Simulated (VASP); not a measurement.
ZrO2:

```
CELL_PARAMETERS angstrom
3.45806 0.00000 0.00000
0.00000 3.45806 0.00000
0.00000 0.00000 5.04473
ATOMIC_POSITIONS crystal
Zr 0.00000 0.00000 0.00000
Zr 0.50000 0.50000 0.50000
O 0.00000 0.50000 0.28869
O 0.00000 0.50000 0.78869
O 0.50000 0.00000 0.71131
O 0.50000 0.00000 0.21131
```

This cell differs from its parent crystal: equal strain along all axes, cell held: -4.5 %.

```yaml
Program: VASP 6.6.1
Task: relaxation of the atoms
Functional: PBE
Potentials_or_basis: VASP PAW PBE potentials, release 64 (Zr_sv, O)
Cutoff: 520 eV
k_mesh: 6 × 6 × 4
Occupations: gaussian, width 0.02 eV
Spin: no spin polarisation
```

At the start: pressure 36.2 GPa; volume 10.05 Å³/atom.

Q: Where does the relaxation end?

A: Over 5 steps the energy falls by 4.1 meV/atom; space group P4_2/nmc (No. 137, to 0.05 Å).

The path:
| step | energy change (eV) | largest force (eV/Å) | pressure (GPa) |
| --- | --- | --- | --- |
| 1 | 0.0000 | 0.2397 | 36.18 |
| 2 | -0.0096 | 0.1781 | 35.59 |
| 3 | -0.0236 | 0.0342 | 34.04 |
| 4 | -0.0243 | 0.0084 | 33.73 |
| 5 | -0.0244 | 0.0005 | 33.62 |

Final structure:
```cif
data_structure
_symmetry_space_group_name_H-M 'P 1'
_symmetry_Int_Tables_number 1
_cell_length_a 3.4581
_cell_length_b 3.4581
_cell_length_c 5.0447
_cell_angle_alpha 90.000
_cell_angle_beta 90.000
_cell_angle_gamma 90.000
_cell_volume 60.33
loop_
_atom_site_label
_atom_site_type_symbol
_atom_site_fract_x
_atom_site_fract_y
_atom_site_fract_z
_atom_site_occupancy
Zr1 Zr 0.00000 0.00000 0.00000 1
Zr2 Zr 0.50000 0.50000 0.50000 1
O1 O 0.00000 0.50000 0.27732 1
O2 O 0.00000 0.50000 0.77732 1
O3 O 0.50000 0.00000 0.72268 1
O4 O 0.50000 0.00000 0.22268 1
```

Caveat: the cell differs from its parent crystal (equal strain along all axes, cell held: -4.5 %).
